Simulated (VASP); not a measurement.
Wanted: the native input for a VASP 6.6.1 run.

| Item | Value |
| --- | --- |
| Task | single point |
| Functional | PBE |
| Potentials or basis | VASP PAW PBE potentials, release 64 (Mo_sv, N) |
| Cutoff | 520 eV |
| k mesh | 6 × 6 × 10 |
| Occupations | fermi-dirac, width 0.05 eV |
| Spin | no spin polarisation |
| Dipole correction | no |
| Further INCAR settings | ALGO = Normal; EDIFF = 1e-07; NBANDS = 33 |

The structure of MoN2 lies in POSCAR:

```
MoN2
1.0
    4.3480530000      0.0000000000      0.0000000000
    0.0000000000      4.3480530000      0.0000000000
    0.0000000000      0.0000000000      2.7674600000
Mo N
2 4
Direct
    0.0000000000      0.0000000000      0.0000000000
    0.5000000000      0.5000000000      0.0000000000
    0.6116470000      0.8883530000      0.5000000000
    0.3883530000      0.1116470000      0.5000000000
    0.1116470000      0.6116470000      0.5000000000
    0.8883530000      0.3883530000      0.5000000000
```

These files were run (other wordings do the same):

INCAR

```
SYSTEM = MoN2
PREC = Accurate
ENCUT = 520
EDIFF = 1E-7
ISMEAR = -1
SIGMA = 0.05
LREAL = .False.
LASPH = .True.
NELM = 80
ALGO = Normal
ISIF = 2
LWAVE = .False.
LCHARG = .False.
GGA = PE
NBANDS = 33
```

KPOINTS

```
Automatic mesh
0
Gamma
  6 6 10
  0 0 0
```

Potentials or basis: VASP PAW PBE potentials, release 64 (Mo_sv, N).

Launch:

```console
$ cat potpaw_PBE.64/Mo_sv/POTCAR potpaw_PBE.64/N/POTCAR > POTCAR
$ mpirun -np 1 vasp_std > vasp.out
```

Results of the run:

| Property | Result |
| --- | --- |
| Pressure | -3.3 GPa |
| Largest force | 0.154 eV/Å |
| Band gap on the k mesh | zero (bands 24 and 25 overlap by 1.96 eV) |

Caveat: the cell stands under tension.

Run time: 110 s on 1 thread of Intel Xeon 8259CL, with other jobs on the host, peak memory 0.22 GiB.
